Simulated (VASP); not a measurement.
Here is a VASP 6.6.1 calculation.

The input INCAR:

```
  PREC = Accurate
  ENCUT = 520
  EDIFF = 1E-6
  ISMEAR = 0
  SIGMA = 0.1
  LREAL = F
  LASPH = T
  NELM = 80
  ALGO = Normal
  ISIF = 2
  LWAVE = F
  LCHARG = T
  GGA = PE
  LELF = T
  LVHAR = T
  NBANDS = 72
```

The input KPOINTS:

```
regular mesh
0
Gamma
  6 4 4
```

File POSCAR:

```
W4N
1.0
    4.1890570945      0.0019515982      0.0140106304
    2.0908361109      4.4939013102     -0.0326320164
    2.0733845788     -0.5249493550      7.4236942272
W N
8 2
Direct
    0.5999178794      0.3000524386      0.2999949141
    0.1000858072      0.7999682597      0.7999945652
    0.3499613350      0.0501008574      0.0500040268
    0.8500727733      0.5499107582      0.5499902687
    0.9804536391      0.6570855677      0.1812355255
    0.4803093040      0.1569427701      0.6811508186
    0.7195169994      0.4429616860      0.9187734775
    0.2196484343      0.9430266002      0.4188589134
    0.3500291260      0.5499487550      0.5499964430
    0.8500047020      0.0500023071      0.0500010471
```

Potentials or basis: VASP PAW PBE potentials, release 64 (W_sv, N).

Launch:

```console
$ cat potpaw_PBE.64/W_sv/POTCAR potpaw_PBE.64/N/POTCAR > POTCAR
$ mpirun -np 1 vasp_std > vasp.out
```

Task: What does it give for the band gap on the k mesh?

Result: Zero (band 61 reaches 11.75 eV, above the bottom of band 62 at 10.66 eV).

Task: Estimate the largest force.

Result: 0.073 eV/Å.

Task: What does it give for the pressure?

Result: 0.9 GPa.

Forces in eV/Å, atoms in the order of the input:
```
W    0.005  0.000 -0.002
W   -0.004 -0.002  0.003
W   -0.001 -0.002  0.000
W   -0.003  0.001  0.001
W    0.012 -0.060  0.033
W    0.023 -0.057  0.040
W   -0.011  0.061 -0.033
W   -0.020  0.055 -0.040
N    0.001  0.003  0.001
N    0.000  0.001 -0.001
```

Caveat: spin-orbit coupling is left out, which moves the levels of the heavy elements.
